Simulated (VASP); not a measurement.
TiSi2:

```xyz
6
Lattice="0.0000 4.1175 4.2629 2.3895 0.0000 4.2629 2.3895 4.1175 0.0000" Properties=species:S:1:pos:R:3 pbc="T T T"
Ti    3.5843    6.1763    6.3943
Ti    2.3895    4.1175    4.2629
Si    1.1948    3.3975    2.1314
Si    1.1948    0.7200    2.1314
Si    2.3895    1.3387    4.2629
Si    2.3895    6.8963    4.2629
```

- Program: VASP 6.6.1
- Task: relaxation of cell and atoms
- Functional: revPBE
- Dispersion: D3(BJ)
- Potentials or basis: VASP PAW PBE potentials, release 64 (Ti_sv, Si)
- Cutoff: 600 eV
- k mesh: 7 × 7 × 7
- Occupations: fermi-dirac, width 0.05 eV
- Spin: no spin polarisation

At the start: pressure -8.5 GPa; volume 13.98 Å³/atom.

Task: How do energy, volume and symmetry change on relaxing?

Result: Over 8 steps the energy falls by 23.6 meV/atom and the volume is 13.17 Å³/atom (-5.8 %); space group Fddd (No. 70, to 0.1 Å) before and after.

The path:
```
step  energy change (eV)  largest force (eV/Å)  pressure (GPa)  volume (Å³)
   1              0.0000                0.0144           -8.49        83.88
   2             -0.0330                0.0863            9.32        75.21
   3             -0.1370                0.0500            0.12        79.07
   4             -0.1405                0.0164           -0.06        78.99
   5             -0.1415                0.0276           -0.02        79.01
   6             -0.1416                0.0168            0.01        79.00
   7             -0.1416                0.0095            0.02        78.99
   8             -0.1416                0.0022           -0.01        79.01
```

Final structure:
```
CELL_PARAMETERS angstrom
0.00000 4.00718 4.20934
2.34193 0.00000 4.20934
2.34193 4.00718 0.00000
ATOMIC_POSITIONS crystal
Ti 0.75000 0.75000 0.75000
Ti 0.50000 0.50000 0.50000
Si 0.41315 0.08685 0.41315
Si 0.08685 0.41315 0.08685
Si 0.16315 0.83685 0.16315
Si 0.83685 0.16315 0.83685
```

Caveat: the dispersion term is far too large for a dense solid, which distorts pressure and volume; the PAW data sets were made with another functional, which shifts forces and pressure a little.
